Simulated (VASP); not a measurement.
# Mg (P6_3/mmc) in VASP: a series of runs

The runs below take Mg through single point, with r2SCAN.

Program: VASP 6.6.1. These are calculated values, not measurements. Logs are shortened: lines on timing, memory, paths and dates and some standing lists are left out, and cuts for length are marked.

## (1) The cell of the first run

The structure is hexagonal, space group P6_3/mmc (No. 194). The conventional cell has a = 3.172 Å, b = 3.172 Å, c = 5.141 Å, α = 90.00°, β = 90.00°, γ = 120.00°. Within 4.2 Å of Mg (site symmetry -6m2) lie 12 Mg at 3.16 to 3.17 Å.

## (2) Single point, r2SCAN

File POSCAR:

```
Mg
1.0
    3.1720232863      0.0000000000      0.0000000000
   -1.5860116431      2.7470527473      0.0000000000
    0.0000000000      0.0000000000      5.1412049000
Mg
2
Direct
    0.3333333300      0.6666666700      0.2500000000
    0.6666666700      0.3333333300      0.7500000000
```

File INCAR.step1:

```
ALGO = Normal
EDIFF = 1E-4
ENCUT = 520
GGA = PE
ISMEAR = 0
LASPH = T
LCHARG = F
LREAL = F
LWAVE = T
NBANDS = 9
NELM = 100
PREC = Accurate
SIGMA = 0.1
```

File INCAR.step2:

```
ALGO = Normal
EDIFF = 1E-7
ENCUT = 520
ISIF = 2
ISMEAR = 0
ISTART = 1
LASPH = T
LCHARG = F
LMIXTAU = T
LREAL = F
LWAVE = F
METAGGA = R2SCAN
NBANDS = 9
NELM = 100
PREC = Accurate
SIGMA = 0.1
```

File KPOINTS:

```
k-points
0
Gamma
  6 6 4
```

Potentials or basis: VASP PAW PBE potentials, release 64 (Mg).

Command:

```console
$ cat potpaw_PBE.64/Mg/POTCAR > POTCAR
$ cp INCAR.step1 INCAR
$ mpirun -np 1 vasp_std > vasp.out
$ cp INCAR.step2 INCAR
$ mpirun -np 1 vasp_std > vasp.out
```

OUTCAR:

```text
EDIFF = 1E-7
   ENCUT = 520
   ISIF = 2
   ISMEAR = 0
   ISTART = 1
   LASPH = T
   LREAL = F
   METAGGA = R2SCAN
   NELM = 100
   PREC = Accurate

 ion  position               nearest neighbor table
   1  0.333  0.667  0.250-   2 3.16   2 3.16   2 3.16   2 3.16   2 3.16   2 3.16
   2  0.667  0.333  0.750-   1 3.16   1 3.16   1 3.16   1 3.16   1 3.16   1 3.16

  LATTYP: Found a hexagonal cell.
 ALAT       =     3.1720232863
 C/A-ratio  =     1.6207967080

  Lattice vectors:

 A1 = (   3.1720232863,   0.0000000000,   0.0000000000)
 A2 = (  -1.5860116431,   2.7470527473,   0.0000000000)
 A3 = (   0.0000000000,   0.0000000000,   5.1412049000)

Analysis of symmetry for initial positions (statically):
=====================================================================
 Subroutine PRICEL returns:
 Original cell was already a primitive cell.

 Routine SETGRP: Setting up the symmetry group for a
 hexagonal supercell.

 Subroutine GETGRP returns: Found 24 space group operations
 (whereof 12 operations were pure point group operations)
 out of a pool of 24 trial point group operations.

The static configuration has the point symmetry D_3d.
 The point group associated with its full space group is D_6h.

Analysis of symmetry for dynamics (positions and initial velocities):
=====================================================================
 Subroutine PRICEL returns:
 Original cell was already a primitive cell.

 Routine SETGRP: Setting up the symmetry group for a
 hexagonal supercell.

 Subroutine GETGRP returns: Found 24 space group operations
 (whereof 12 operations were pure point group operations)
 out of a pool of 24 trial point group operations.

The dynamic configuration has the point symmetry D_3d.
 The point group associated with its full space group is D_6h.

 Subroutine INISYM returns: Found 24 space group operations
 (whereof 12 operations are pure point group operations),
 and found     1 'primitive' translations

----------------------------------------------------------------------------------------

                                     Primitive cell

  volume of cell :      44.7990

  direct lattice vectors                    reciprocal lattice vectors
     3.172023286  0.000000000  0.000000000     0.315256198  0.182013251  0.000000000
    -1.586011643  2.747052747  0.000000000     0.000000000  0.364026501  0.000000000
[... 86 lines left out ...]
   NFREE  =      0    steps in history (QN), initial steepest desc. (CG)
   ISIF   =      2    stress and relaxation
   ISYM   =      2    0-nonsym 1-usesym 2-fastsym
   POTIM  = 0.5000    time-step for ionic-motion
   TEBEG  =    0.0;   TEEND  =   0.0 temperature during run
   PSTRESS=    0.0 pullay stress
   NELECT =       4.0000    total number of electrons
   NUPDOWN=      -1.0000    fix difference up-down
   EMIN   =  10.00;   EMAX   =-10.00  energy-range for DOS
   EFERMI =   0.00;   METHOD = LEGACY
   ISMEAR =     0;   SIGMA  =   0.10  broadening in eV -4-tet -1-fermi 0-gaus
   EFERMI_NEDOS =   21; number of points for ismear=-14 and -15
   IALGO  =     38    algorithm
   IMIX   =      4    mixing-type and parameters
     AMIX     =   0.40;   BMIX     =  1.00
     AMIX_MAG =   1.60;   BMIX_MAG =  1.00
  volume/ion in A,a.u.               =      22.40       151.16
  Fermi-wavevector in a.u.,A,eV,Ry     =   0.731710  1.382731  7.284544  0.535399
  Thomas-Fermi vector in A             =   1.823993
   LORBIT       =      0    0 simple, 1 ext, 2 COOP (PROOUT), +10 PAW based schemes
   METAGGA = R2SCAN    functional components
   LHFCALC =     F    Hartree Fock is set to
   AEXX    =    0.0000 exact exchange contribution
   IVDW    =     0    specifies the selected vdW correction
   LEPSILON=     F    determine dielectric tensor
   LRPA    =     F    only Hartree local field effects (RPA)
 non-spin polarized calculation
 Gauss-broadening in eV      SIGMA  =   0.10
  energy-cutoff  :      520.00
  volume of cell :       44.80
 maximum number of plane-waves:      1224
 NGX is ok and might be reduce to    24
   NGX = 11   NGY = 11   NGZ = 19

 number of electron       4.0000000 magnetization

 Free energy of the ion-electron system (eV)
  ---------------------------------------------------
  ext. energy  EPLUGINS =         0.00000000
  ---------------------------------------------------
  free energy    TOTEN  =        -8.23000133 eV

  energy without entropy =       -8.22364148  energy(sigma->0) =       -8.22682140

 E-fermi :   2.5726     XC(G=0):  -9.1194

 val. band max:        2.4745393474   @ k =   0.1667   0.1667   0.0000
 cond. band min:       2.6017441089   @ k =   0.3333   0.1667   0.0000
 fundamental gap:      0.1272047615
 Fermi energy:         2.5725614266

 k-point     1 :       0.0000    0.0000    0.0000
  band No.  band energies     occupation
      1      -4.7234      2.00000
      2       0.8372      2.00000
      3       1.5972      2.00000
      4      14.6059      0.00000
      5      14.6059      0.00000
      6      14.8121      0.00000
      7      14.8121      0.00000
      8      15.5342      0.00000
      9      17.4566      0.00000
[... 229 lines left out ...]
 k-point    21 :       0.3333    0.3333    0.5000
  band No.  band energies     occupation
      1       2.9321      0.00000
      2       2.9321      0.00000
      3       3.3703      0.00000
      4       3.3703      0.00000
      5       4.6989      0.00000
      6       4.6989      0.00000
      7      14.7756      0.00000
      8      14.7756      0.00000
      9      14.7997      0.00000

------------------------ aborting loop because EDIFF is reached ----------------------------------------

  FORCE on cell =-STRESS in cart. coord.  units (eV):
  Direction    XX          YY          ZZ          XY          YZ          ZX
  --------------------------------------------------------------------------------------
  -------------------------------------------------------------------------------------
  Total       -0.0490888     -0.0490888      0.2414869     -0.0000000      0.0000000      0.0000000
  in kB       -1.7555973     -1.7555973      8.6364619     -0.0000000      0.0000000      0.0000000
  external PRESSURE =       1.7084224 kB  Pullay stress =       0.0000000 kB

 VOLUME and BASIS-vectors are now :
 -----------------------------------------------------------------------------
  energy-cutoff  :      520.00
  volume of cell :       44.80
      direct lattice vectors                 reciprocal lattice vectors
     3.172023286  0.000000000  0.000000000     0.315256198  0.182013251  0.000000000
    -1.586011643  2.747052747  0.000000000     0.000000000  0.364026501  0.000000000
     0.000000000  0.000000000  5.141204900     0.000000000  0.000000000  0.194506934

 POSITION                                       TOTAL-FORCE (eV/Angst)
 -----------------------------------------------------------------------------------
     -0.00000      1.83137      1.28530         0.000000     -0.000000      0.000000
      1.58601      0.91568      3.85590        -0.000000      0.000000      0.000000
 -----------------------------------------------------------------------------------
    total drift:                                0.000000     -0.000000      0.000000

  FREE ENERGIE OF THE ION-ELECTRON SYSTEM (eV)
  ---------------------------------------------------
  free  energy   TOTEN  =        -8.2300013302 eV

  energy  without entropy=       -8.2236414797  energy(sigma->0) =       -8.22682140
```

OUTCAR.step1:

```text
EDIFF = 1E-4
   ENCUT = 520
   GGA = PE
   ISMEAR = 0
   LASPH = T
[... 470 lines left out ...]
 -----------------------------------------------------------------------------------
     -0.00000      1.83137      1.28530         0.000000     -0.000000      0.000000
      1.58601      0.91568      3.85590        -0.000000      0.000000      0.000000
 -----------------------------------------------------------------------------------
    total drift:                                0.000000     -0.000000      0.000000

  FREE ENERGIE OF THE ION-ELECTRON SYSTEM (eV)
  ---------------------------------------------------
  free  energy   TOTEN  =        -2.9476624839 eV

  energy  without entropy=       -2.9405676998  energy(sigma->0) =       -2.94411509
```

Wall time 42 s (1 thread of Intel Xeon 8259CL, shared host); peak memory 0.16 GiB.

Results:

- Free energy: -8.2300 eV
- Pressure: 0.2 GPa
- Band gap on the k mesh: zero (bands 2 and 3 overlap by 1.42 eV)

Caveat: the k points lie up to 0.38 Å⁻¹ apart, too coarse for converged energies and pressures of a metal; the PAW data sets were made with another functional, which shifts forces and pressure a little.

## (3) Single point, r2SCAN

This run uses another cell than the first one, of 22.56 Å³/atom.

File POSCAR:

```
Mg
1.0
    3.1797908272      0.0000000000      0.0000000000
   -1.5898954136      2.7537796351      0.0000000000
    0.0000000000      0.0000000000      5.1521353533
Mg
2
Direct
    0.3333333333      0.6666666667      0.2500000000
    0.6666666667      0.3333333333      0.7500000000
```

File INCAR.step1:

```
PREC = Accurate
ENCUT = 520
ISMEAR = 0
SIGMA = 0.1
LREAL = False
LASPH = True
NELM = 80
NBANDS = 9
GGA = PE
ALGO = Normal
EDIFF = 1E-4
LWAVE = True
LCHARG = False
```

File INCAR.step2:

```
PREC = Accurate
ENCUT = 520
EDIFF = 1E-6
ISMEAR = 0
SIGMA = 0.1
LREAL = False
LASPH = True
NELM = 80
ALGO = Normal
ISIF = 2
LWAVE = False
LCHARG = False
METAGGA = R2SCAN
LMIXTAU = True
NBANDS = 9
ISTART = 1
```

File KPOINTS:

```
Automatic mesh
0
Gamma
  21 21 12
```

Potentials or basis: VASP PAW PBE potentials, release 64 (Mg).

Command:

```console
$ cat potpaw_PBE.64/Mg/POTCAR > POTCAR
$ cp INCAR.step1 INCAR
$ mpirun -np 1 vasp_std > vasp.out
$ cp INCAR.step2 INCAR
$ mpirun -np 1 vasp_std > vasp.out
```

OUTCAR:

```text
PREC = Accurate
   ENCUT = 520
   EDIFF = 1E-6
   ISMEAR = 0
   LREAL = False
   LASPH = True
   NELM = 80
   ISIF = 2
   METAGGA = R2SCAN
   ISTART = 1

 ion  position               nearest neighbor table
   1  0.333  0.667  0.250-   2 3.16   2 3.16   2 3.16   2 3.16   2 3.16   2 3.16
   2  0.667  0.333  0.750-   1 3.16   1 3.16   1 3.16   1 3.16   1 3.16   1 3.16

  LATTYP: Found a hexagonal cell.
 ALAT       =     3.1797908272
 C/A-ratio  =     1.6202749279

  Lattice vectors:

 A1 = (   3.1797908272,   0.0000000000,   0.0000000000)
 A2 = (  -1.5898954136,   2.7537796351,   0.0000000000)
 A3 = (   0.0000000000,   0.0000000000,   5.1521353533)

Analysis of symmetry for initial positions (statically):
=====================================================================
 Subroutine PRICEL returns:
 Original cell was already a primitive cell.

 Routine SETGRP: Setting up the symmetry group for a
 hexagonal supercell.

 Subroutine GETGRP returns: Found 24 space group operations
 (whereof 12 operations were pure point group operations)
 out of a pool of 24 trial point group operations.

The static configuration has the point symmetry D_3d.
 The point group associated with its full space group is D_6h.

[... 164 lines left out ...]
 val. band max:        2.7225950547   @ k =   0.2857   0.0476   0.0000
 cond. band min:       2.7484248095   @ k =   0.1429   0.1429   0.0000
 fundamental gap:      0.0258297547
 Fermi energy:         2.7377669414

 k-point     1 :       0.0000    0.0000    0.0000
  band No.  band energies     occupation
      1      -4.7285      2.00000
      2       0.8142      2.00000
      3       1.5629      2.00000
      4      14.5225      0.00000
      5      14.5225      0.00000
      6      14.7123      0.00000
      7      14.7123      0.00000
      8      15.4564      0.00000
      9      17.3477      0.00000
[... 265 lines left out ...]
 k-point    24 :       0.1905    0.0952    0.0000
  band No.  band energies     occupation
      1      -3.3919      2.00000
      2       2.0562      2.00000
      3       2.7876      0.48119
      4       7.3228      0.00000
      5       9.1605      0.00000
      6      12.3286      0.00000
      7      13.0439      0.00000
      8      14.3017      0.00000
      9      15.1345      0.00000

 [... further k-points ...]
[... 5 lines left out ...]
  --------------------------------------------------------------------------------------
  -------------------------------------------------------------------------------------
  Total       -0.0682396     -0.0682396     -0.0697453      0.0000000     -0.0000000      0.0000000
  in kB       -2.4234395     -2.4234395     -2.4769129      0.0000000     -0.0000000      0.0000000
  external PRESSURE =      -2.4412640 kB  Pullay stress =       0.0000000 kB

 VOLUME and BASIS-vectors are now :
 -----------------------------------------------------------------------------
  energy-cutoff  :      520.00
  volume of cell :       45.11
      direct lattice vectors                 reciprocal lattice vectors
     3.179790827  0.000000000  0.000000000     0.314486095  0.181568632  0.000000000
    -1.589895414  2.753779635  0.000000000     0.000000000  0.363137263  0.000000000
     0.000000000  0.000000000  5.152135353     0.000000000  0.000000000  0.194094280

 POSITION                                       TOTAL-FORCE (eV/Angst)
 -----------------------------------------------------------------------------------
     -0.00000      1.83585      1.28803        -0.000000      0.000000      0.000000
      1.58990      0.91793      3.86410         0.000000      0.000000      0.000000
 -----------------------------------------------------------------------------------
    total drift:                                0.000000     -0.000000      0.000000

  FREE ENERGIE OF THE ION-ELECTRON SYSTEM (eV)
  ---------------------------------------------------
  free  energy   TOTEN  =        -8.2994917641 eV

  energy  without entropy=       -8.2964025698  energy(sigma->0) =       -8.29794717
```

OUTCAR.step1:

```text
PREC = Accurate
   ENCUT = 520
   ISMEAR = 0
   LREAL = False
   LASPH = True
[... 513 lines left out ...]
     -0.00000      1.83585      1.28803        -0.000000      0.000000      0.000000
      1.58990      0.91793      3.86410         0.000000     -0.000000      0.000000
 -----------------------------------------------------------------------------------
    total drift:                                0.000000     -0.000000      0.000000

  FREE ENERGIE OF THE ION-ELECTRON SYSTEM (eV)
  ---------------------------------------------------
  free  energy   TOTEN  =        -3.0150007910 eV

  energy  without entropy=       -3.0111015498  energy(sigma->0) =       -3.01305117
```

It took 5.2 min on 1 thread of Intel Xeon 8259CL, shared host; peak memory 0.27 GiB.

Results:

| Property | Result |
| --- | --- |
| Free energy | -8.2995 eV |
| Pressure | -0.2 GPa |
| Band gap on the k mesh | zero (bands 2 and 3 overlap by 2.33 eV) |

Caveat: the PAW data sets were made with another functional, which shifts forces and pressure a little.
